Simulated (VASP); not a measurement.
Here is a VASP 6.6.1 calculation.

INCAR

```
  PREC = Accurate
  ENCUT = 520
  EDIFF = 1E-6
  ISMEAR = 0
  SIGMA = 0.02
  LREAL = F
  LASPH = T
  NELM = 60
  ALGO = Normal
  ISIF = 2
  LWAVE = F
  LCHARG = F
  GGA = CA
  NBANDS = 25
```

KPOINTS

```
Automatic mesh
0
Gamma
  8 8 8
```

File POSCAR:

```
SiO2
1.0
   -2.1312507716      2.1312507716      3.6954963175
    2.1312507716     -2.1312507716      3.6954963175
    2.1312507716      2.1312507716     -3.6954963175
Si O
2 4
Direct
    0.0000000000      0.0000000000      0.0000000000
    0.7500000000      0.2500000000      0.5000000000
    0.3750000000      0.3053704081      0.4303704081
    1.0553704081      0.6250000000      0.9303704081
    0.6946295919      0.1250000000      0.0696295919
    0.8750000000     -0.0553704081      0.5696295919
```

Potentials or basis: VASP PAW LDA potentials, release 64 (Si, O).

Run with:

```sh
$ cat potpaw_LDA.64/Si/POTCAR potpaw_LDA.64/O/POTCAR > POTCAR
$ mpirun -np 1 vasp_std > vasp.out
```

(1) Estimate the largest force.

(2) Predict the band gap on the k mesh.

Answers

(1) 0.069 eV/Å.

(2) 6.43 eV, indirect (least direct gap 6.70 eV).
